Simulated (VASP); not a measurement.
# Si2Rh (I4_1/amd) in VASP: single point with PBE

Aim: the single point of Si2Rh with PBE.

Program: VASP 6.6.1. These are calculated values, not measurements. Logs are shortened: lines on timing, memory, paths and dates and some standing lists are left out, and cuts for length are marked.

## (1) The cell of the first run

Symmetry: I4_1/amd, No. 141, tetragonal system. The conventional cell has a = 3.640 Å, b = 3.640 Å, c = 12.602 Å, α = 90.00°, β = 90.00°, γ = 90.00°. Within 3.7 Å of Rh (site symmetry -4m2) lie 12 Si at 2.78 Å and 8 Rh at 3.64 Å. Si (site symmetry 2mm) has 3 Si at 2.09 to 2.11 Å and 6 Rh at 2.78 Å within 2.8 Å.

## (2) Single point, PBE

Input file INCAR:

```
PREC = Accurate ; ENCUT = 520
EDIFF = 1E-6 ; ISMEAR = -1
SIGMA = 0.1 ; LREAL = False
LASPH = True ; NELM = 80
ALGO = Normal ; ISIF = 2
LWAVE = False ; LCHARG = False
GGA = PE ; NBANDS = 32
```

Input file KPOINTS:

```
Automatic mesh
0
Gamma
  10 10 10
```

Input file POSCAR:

```
Si2Rh
1.0
    0.0000000000      3.6399390000      0.0000000000
    3.6399390000      0.0000000000      0.0000000000
    1.8199690000      1.8199690000     -6.3007770000
Rh Si
2 4
Direct
    0.0000000000      0.0000000000      0.0000000000
    0.7500000000      0.2500000000      0.5000000000
    0.4170000000      0.4170000000      0.1660000000
    0.1670000000      0.6670000000      0.6660000000
    0.3330000000      0.8330000000      0.3340000000
    0.5830000000      0.5830000000      0.8340000000
```

Potentials or basis: VASP PAW PBE potentials, release 64 (Rh_pv, Si).

On the command line:

```
$ cat potpaw_PBE.64/Rh_pv/POTCAR potpaw_PBE.64/Si/POTCAR > POTCAR
$ mpirun -np 1 vasp_std > vasp.out
```

OUTCAR:

```text
PREC = Accurate
   ENCUT = 520
   EDIFF = 1E-6
   ISMEAR = -1
   LREAL = False
   LASPH = True
   NELM = 80
   ISIF = 2
   GGA = PE

 ion  position               nearest neighbor table
   1  0.000  0.000  0.000-   3 2.78   6 2.78   6 2.78   6 2.78   3 2.78   3 2.78   6 2.78   3 2.78
                             4 2.78   5 2.78   5 2.78   4 2.78
   2  0.750  0.250  0.500-   4 2.78   5 2.78   5 2.78   5 2.78   4 2.78   4 2.78   5 2.78   4 2.78
                             6 2.78   3 2.78   3 2.78   6 2.78
   3  0.417  0.417  0.166-   6 2.09   5 2.11   5 2.11   1 2.78   1 2.78   1 2.78   1 2.78   2 2.78
                             2 2.78
   4  0.167  0.667  0.666-   5 2.09   6 2.11   6 2.11   2 2.78   2 2.78   2 2.78   2 2.78   1 2.78
                             1 2.78
   5  0.333  0.833  0.334-   4 2.09   3 2.11   3 2.11   2 2.78   2 2.78   2 2.78   2 2.78   1 2.78
                             1 2.78
   6  0.583  0.583  0.834-   3 2.09   4 2.11   4 2.11   1 2.78   1 2.78   1 2.78   1 2.78   2 2.78
                             2 2.78

  LATTYP: Found a body centered tetragonal cell.
 ALAT       =     3.6399390000
 C/A-ratio  =     3.4620234020

  Lattice vectors:

 A1 = (  -1.8199690000,   1.8199700000,   6.3007770000)
 A2 = (   1.8199700000,  -1.8199690000,   6.3007770000)
 A3 = (   1.8199690000,   1.8199690000,  -6.3007770000)

Analysis of symmetry for initial positions (statically):
=====================================================================
 Subroutine PRICEL returns:
 Original cell was already a primitive cell.

 Routine SETGRP: Setting up the symmetry group for a
 body centered tetragonal supercell.

 Subroutine GETGRP returns: Found 16 space group operations
 (whereof  8 operations were pure point group operations)
 out of a pool of 16 trial point group operations.

The static configuration has the point symmetry D_2d.
 The point group associated with its full space group is D_4h.

Analysis of symmetry for dynamics (positions and initial velocities):
=====================================================================
 Subroutine PRICEL returns:
 Original cell was already a primitive cell.

 Routine SETGRP: Setting up the symmetry group for a
 body centered tetragonal supercell.

 Subroutine GETGRP returns: Found 16 space group operations
 (whereof  8 operations were pure point group operations)
 out of a pool of 16 trial point group operations.

The dynamic configuration has the point symmetry D_2d.
 The point group associated with its full space group is D_4h.

 Subroutine INISYM returns: Found 16 space group operations
 (whereof  8 operations are pure point group operations),
 and found     1 'primitive' translations

----------------------------------------------------------------------------------------

                                     Primitive cell

  volume of cell :      83.4800

  direct lattice vectors                    reciprocal lattice vectors
     0.000000000  3.639939000  0.000000000     0.000000000  0.274729879  0.079355270
     3.639939000  0.000000000  0.000000000     0.274729879  0.000000000  0.079355270
     1.819969000  1.819969000 -6.300777000     0.000000000  0.000000000 -0.158710584

  length of vectors
     3.639939000  3.639939000  6.806200491     0.285961125  0.285961125  0.158710584

  position of ions in fractional coordinates (direct lattice)
     0.000000000  0.000000000  0.000000000
     0.750000000  0.250000000  0.500000000
     0.417000000  0.417000000  0.166000000
     0.167000000  0.667000000  0.666000000
     0.333000000  0.833000000  0.334000000
     0.583000000  0.583000000  0.834000000

  ion indices of the primitive-cell ions
   primitive index   ion index
                 1           1
                 2           2
                 3           3
                 4           4
                 5           5
                 6           6

----------------------------------------------------------------------------------------

 KPOINTS: Automatic mesh

Automatic generation of k-mesh.
 Grid dimensions read from file:
 generate k-points for:   10   10   10

 Generating k-lattice:

  Cartesian coordinates                     Fractional coordinates (reciprocal lattice)
     0.000000000  0.027472988  0.007935527     0.100000000  0.000000000  0.000000000
     0.027472988  0.000000000  0.007935527     0.000000000  0.100000000  0.000000000
     0.000000000  0.000000000 -0.015871058     0.000000000  0.000000000  0.100000000

  Length of vectors
     0.028596113  0.028596113  0.015871058

  Shift w.r.t. Gamma in fractional coordinates (k-lattice)
     0.000000000  0.000000000  0.000000000

 Subroutine IBZKPT returns following result:
 ===========================================

 Found    102 irreducible k-points:

 Following reciprocal coordinates:
            Coordinates               Weight
  0.000000  0.000000  0.000000      1.000000
  0.100000  0.000000  0.000000      8.000000
  0.200000  0.000000  0.000000      8.000000
  0.300000  0.000000  0.000000      8.000000
  0.400000  0.000000  0.000000      8.000000
  0.500000  0.000000  0.000000      4.000000
[... 16 lines left out ...]
  0.300000  0.300000  0.000000      8.000000
  0.400000  0.300000  0.000000     16.000000
 [... further k-points ...]
   k-points           NKPTS =    102   k-points in BZ     NKDIM =    102   number of bands    NBANDS=     32
   number of dos      NEDOS =    301   number of ions     NIONS =      6
   total plane-waves  NPLWV =  42336
   dimension x,y,z NGX =    28 NGY =   28 NGZ =   54
   dimension x,y,z NGXF=    56 NGYF=   56 NGZF=  108
   ions per type =               2   4
   NGX,Y,Z   is equivalent  to a cutoff of  12.79, 12.79, 13.19 a.u.
   NGXF,Y,Z  is equivalent  to a cutoff of  25.58, 25.58, 26.38 a.u.
 SYSTEM =  unknown system
   PREC   = accura    normal or accurate (medium, high low for compatibility)
   ISTART =      0    job   : 0-new  1-cont  2-samecut
   ICHARG =      2    charge: 1-file 2-atom 10-const
   ISPIN  =      1    spin polarized calculation?
   LNONCOLLINEAR =      F non collinear calculations
   LSORBIT =      F    spin-orbit coupling
   LASPH  =      T    aspherical Exc in radial PAW
   ENCUT  =  520.0 eV  38.22 Ry    6.18 a.u.   6.77  6.77 12.66*2*pi/ulx,y,z
   NELM   =     80;   NELMIN=  2; NELMDL= -5     # of ELM steps
   EDIFF  = 0.1E-05   stopping-criterion for ELM
   LREAL  =      F    real-space projection
   EDIFFG = 0.1E-04   stopping-criterion for IOM
   NSW    =      0    number of steps for IOM
   IBRION =     -1    ionic relax: 0-MD 1-quasi-New 2-CG
   NFREE  =      0    steps in history (QN), initial steepest desc. (CG)
   ISIF   =      2    stress and relaxation
   ISYM   =      2    0-nonsym 1-usesym 2-fastsym
   POTIM  = 0.5000    time-step for ionic-motion
   TEBEG  =    0.0;   TEEND  =   0.0 temperature during run
   PSTRESS=    0.0 pullay stress
   NELECT =      46.0000    total number of electrons
   NUPDOWN=      -1.0000    fix difference up-down
   EMIN   =  10.00;   EMAX   =-10.00  energy-range for DOS
   EFERMI =   0.00;   METHOD = LEGACY
   ISMEAR =    -1;   SIGMA  =   0.10  broadening in eV -4-tet -1-fermi 0-gaus
   EFERMI_NEDOS =   21; number of points for ismear=-14 and -15
   IALGO  =     38    algorithm
   IMIX   =      4    mixing-type and parameters
     AMIX     =   0.40;   BMIX     =  1.00
     AMIX_MAG =   1.60;   BMIX_MAG =  1.00
  volume/ion in A,a.u.               =      13.91        93.89
  Fermi-wavevector in a.u.,A,eV,Ry     =   1.342147  2.536290 24.508962  1.801358
  Thomas-Fermi vector in A             =   2.470324
   LORBIT       =      0    0 simple, 1 ext, 2 COOP (PROOUT), +10 PAW based schemes
   GGA     = PE    functional components
   LHFCALC =     F    Hartree Fock is set to
   AEXX    =    0.0000 exact exchange contribution
   IVDW    =     0    specifies the selected vdW correction
   LEPSILON=     F    determine dielectric tensor
   LRPA    =     F    only Hartree local field effects (RPA)
 non-spin polarized calculation
  energy-cutoff  :      520.00
  volume of cell :       83.48
 maximum number of plane-waves:      2267
   NGX = 13   NGY = 13   NGZ = 25

 number of electron      45.9999990 magnetization

 Free energy of the ion-electron system (eV)
  ---------------------------------------------------
  ext. energy  EPLUGINS =         0.00000000
  ---------------------------------------------------
  free energy    TOTEN  =       -32.50622798 eV

  energy without entropy =      -32.38888277  energy(sigma->0) =      -32.44755538

 E-fermi :  10.7772     XC(G=0): -12.0343

 val. band max:       10.7765015639   @ k =  -0.2000  -0.2000   0.1000
 cond. band min:      10.7790434630   @ k =   0.0000   0.0000   0.1000
 fundamental gap:      0.0025418991
 Fermi energy:        10.7772086461

 k-point     1 :       0.0000    0.0000    0.0000
  band No.  band energies     occupation
      1     -35.1656      2.00000
      2     -35.1450      2.00000
      3     -35.1135      2.00000
      4     -35.1135      2.00000
      5     -35.1121      2.00000
      6     -35.1121      2.00000
[... 24 lines left out ...]
     31      15.0108      0.00000
     32      16.6363      0.00000

 k-point     2 :       0.1000    0.0000    0.0000
  band No.  band energies     occupation
      1     -35.1651      2.00000
      2     -35.1453      2.00000
      3     -35.1148      2.00000
      4     -35.1135      2.00000
      5     -35.1134      2.00000
      6     -35.1119      2.00000
[... 24 lines left out ...]
     31      15.2135      0.00000
     32      16.7718      0.00000
[... 733 lines left out ...]
     31      16.9044      0.00000
     32      17.4395      0.00000

 k-point    24 :       0.4000    0.3000    0.0000
  band No.  band energies     occupation
      1     -35.1561      2.00000
      2     -35.1515      2.00000
      3     -35.1255      2.00000
      4     -35.1240      2.00000
      5     -35.1217      2.00000
      6     -35.1200      2.00000
[... 24 lines left out ...]
     31      17.3289      0.00000
     32      17.5517      0.00000

 [... further k-points ...]

------------------------ aborting loop because EDIFF is reached ----------------------------------------

  FORCE on cell =-STRESS in cart. coord.  units (eV):
  Direction    XX          YY          ZZ          XY          YZ          ZX
  --------------------------------------------------------------------------------------
  -------------------------------------------------------------------------------------
  Total        8.8698073      8.8698073     20.3161724      0.0000000      0.0000016      0.0000016
  in kB      170.2324877    170.2324877    389.9151877      0.0000000      0.0000309      0.0000309
  external PRESSURE =     243.4600543 kB  Pullay stress =       0.0000000 kB

 VOLUME and BASIS-vectors are now :
 -----------------------------------------------------------------------------
  energy-cutoff  :      520.00
  volume of cell :       83.48
      direct lattice vectors                 reciprocal lattice vectors
     0.000000000  3.639939000  0.000000000     0.000000000  0.274729879  0.079355270
     3.639939000  0.000000000  0.000000000     0.274729879  0.000000000  0.079355270
     1.819969000  1.819969000 -6.300777000     0.000000000  0.000000000 -0.158710584

 POSITION                                       TOTAL-FORCE (eV/Angst)
 -----------------------------------------------------------------------------------
      0.00000      0.00000      0.00000        -0.000000     -0.000000      0.000000
      1.81997      3.63994     -3.15039         0.000000      0.000000      0.000000
      1.81997      1.81997     -1.04593        -0.000000     -0.000000     -0.317522
      3.63994      1.81997     -4.19632        -0.000000     -0.000000     -0.317522
      3.63994      1.81997     -2.10446         0.000000      0.000000      0.317522
      3.63994      3.63994     -5.25485         0.000000      0.000000      0.317522
 -----------------------------------------------------------------------------------
    total drift:                                0.000000      0.000000      0.000000

  FREE ENERGIE OF THE ION-ELECTRON SYSTEM (eV)
  ---------------------------------------------------
  free  energy   TOTEN  =       -32.5062279795 eV

  energy  without entropy=      -32.3888827712  energy(sigma->0) =      -32.44755538
```

Run time: 3 min. Hardware: 1 thread of AMD EPYC 7R43 (Zen 3), shared host; peak memory 0.31 GiB.

What came out:

* Free energy: -32.5062 eV
* Pressure: 24.3 GPa
* Largest force: 0.318 eV/Å
* Band gap on the k mesh: zero (bands 23 and 24 overlap by 1.52 eV)

Forces in eV/Å, atoms in the order of the input:
```
Rh   0.000  0.000  0.000
Rh   0.000  0.000  0.000
Si   0.000  0.000 -0.318
Si   0.000  0.000 -0.318
Si   0.000  0.000  0.318
Si   0.000  0.000  0.318
```

Stress tensor (GPa, compression positive):
```
17.02  0.00  0.00
 0.00 17.02  0.00
 0.00  0.00 38.99
```

Caveat: the cell stands under pressure.
